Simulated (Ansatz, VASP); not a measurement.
# IrPt2 in VASP and in Ansatz

```
Ir Pt
1.0
     2.78610    0.00000    0.00000
    -1.39305    2.41283    0.00000
     0.00000    0.00000    6.80150
Ir Pt
1 2
Direct
  0.00000 0.00000 0.00000
  0.33333 0.66667 0.32866
  0.66667 0.33333 0.67134
```

Alike in both runs: task relaxation of cell and atoms; functional PBE; k mesh 12 × 12 × 6; occupations gaussian, width 0.1 eV; collinear spin.

```csv
,VASP,Ansatz
version,VASP 6.6.1,Ansatz 0.2.0
potentials or method,"VASP PAW PBE potentials, release 64 (Ir, Pt), cutoff 500 eV","scalar-relativistic, plane waves, PAW"
valence electrons in the cell,29,53
```

VASP gave:

| Property | Result |
| --- | --- |
| gap on the k mesh at the Fermi level, each at its own relaxed structure (eV) | none |
| net moment per atom (μB) | 0.00 |
| relaxed volume (Å³/atom) | 15.24 |
| relaxed length of the cell vector where the two differ most in proportion (Å) | 2.794 |

Estimate Ansatz's values.

gap on the k mesh at the Fermi level, each at its own relaxed structure (eV): none; net moment per atom (μB): 0.00; relaxed volume (Å³/atom): 15.26; relaxed length of the cell vector where the two differ most in proportion (Å): 2.795.

A gap of «none» marks a metal or a gap that the smearing closes. VASP's potentials hold 29 valence electrons a cell and Ansatz's 53, so a difference there can come from the potentials and not from the codes. Ansatz's warnings: seeded moment not kept.

Neither program's run includes spin-orbit coupling. Noted on VASP's run: too few bands were computed for a metal, which touches its energy and stress.
